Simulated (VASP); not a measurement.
Here is a VASP 6.6.1 calculation.

File POSCAR:

```
Si
1.0
    0.0000000000      2.7398772164      2.7398772164
    2.7398772164      0.0000000000      2.7398772164
    2.7398772164      2.7398772164      0.0000000000
Si
2
Direct
    0.5000000000      0.5000000000      0.5000000000
    0.7500000000      0.7500000000      0.7500000000
```

Contents of INCAR.step1:

```
SYSTEM = Si
METAGGA = SCAN
ISMEAR = 0
SIGMA = 0.03
LWAVE = .False.
LCHARG = .False.
NSW = 80
PREC = Accurate
LASPH = .True.
LREAL = .False.
ALGO = Normal
EDIFF = 1E-7
NELM = 120
GGA_COMPAT = .False.
IBRION = 2
ISIF = 3
EDIFFG = -0.002
NELMIN = 4
ENCUT = 640
EFERMI = MIDGAP
LMIXTAU = .True.
POTIM = 0.5
```

INCAR.step4

```
SYSTEM = Si
METAGGA = SCAN
ISMEAR = 0
SIGMA = 0.03
LWAVE = .False.
LCHARG = .False.
PREC = Accurate
LASPH = .True.
LREAL = .False.
ALGO = Normal
EDIFF = 1E-7
NELM = 120
GGA_COMPAT = .False.
ISIF = 2
ENCUT = 640
EFERMI = MIDGAP
LMIXTAU = .True.
```

KPOINTS

```
Automatic mesh
0
Gamma
  9 9 9
  0 0 0
```

Potentials or basis: VASP PAW PBE potentials, release 64 (Si).

Command:

```console
$ cat potpaw_PBE.64/Si/POTCAR > POTCAR
$ cp INCAR.step1 INCAR
$ cp POSCAR.step1 POSCAR
$ mpirun -np 1 vasp_std > vasp.out
$ cp CONTCAR POSCAR
$ mpirun -np 1 vasp_std > vasp.out
$ cp CONTCAR POSCAR
$ mpirun -np 1 vasp_std > vasp.out
$ cp CONTCAR POSCAR
$ cp INCAR.step4 INCAR
$ mpirun -np 1 vasp_std > vasp.out
```

(1) Predict the relaxed volume.

(2) What does it give for the band gap on the k mesh?

## Answers

(1) 19.98 Å³/atom.

(2) 0.84 eV (least direct gap 2.87 eV).

Caveat: the PAW data sets were made with another functional, which shifts forces and pressure a little; an odd mesh through Γ misses points on the zone boundary, where band edges can lie.
